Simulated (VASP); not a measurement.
Set up this calculation in VASP 6.6.1, as the native input.

- Task: single point
- Functional: PBE
- Potentials or basis: VASP PAW PBE potentials, release 64 (Sb)
- Cutoff: 520 eV
- k mesh: 8 × 8 × 8
- Occupations: fermi-dirac, width 0.05 eV
- Spin: no spin polarisation
- Dipole correction: no
- Further INCAR settings: ALGO = Normal; EDIFF = 1e-06; NBANDS = 8

The structure of Sb lies in POSCAR:

```
Sb
1.0
    3.1142692423      0.0000000000      0.0000000000
    0.0000000000      3.1142692423      0.0000000000
    0.0000000000      0.0000000000      3.1142692423
Sb
1
Direct
    0.0000000000      0.0000000000      0.0000000000
```

These files were run (other wordings do the same):

INCAR

```
ALGO = Normal
EDIFF = 1E-6
ENCUT = 520
GGA = PE
ISIF = 2
ISMEAR = -1
LASPH = True
LCHARG = True
LELF = True
LREAL = False
LVHAR = True
LWAVE = False
NBANDS = 8
NELM = 60
PREC = Accurate
SIGMA = 0.05
```

KPOINTS

```
k-points
0
Gamma
  8 8 8
```

Potentials or basis: VASP PAW PBE potentials, release 64 (Sb).

Launch:

```console
$ cat potpaw_PBE.64/Sb/POTCAR > POTCAR
$ mpirun -np 1 vasp_std > vasp.out
```

Results of the run:

* Pressure: 0.0 GPa

Wall time 4.5 s on 1 thread of Intel(R) Xeon(R) Platinum 8259CL CPU @ 2.50GHz (Skylake/Cascade Lake), with other jobs on the host, peak memory 0.13 GiB.
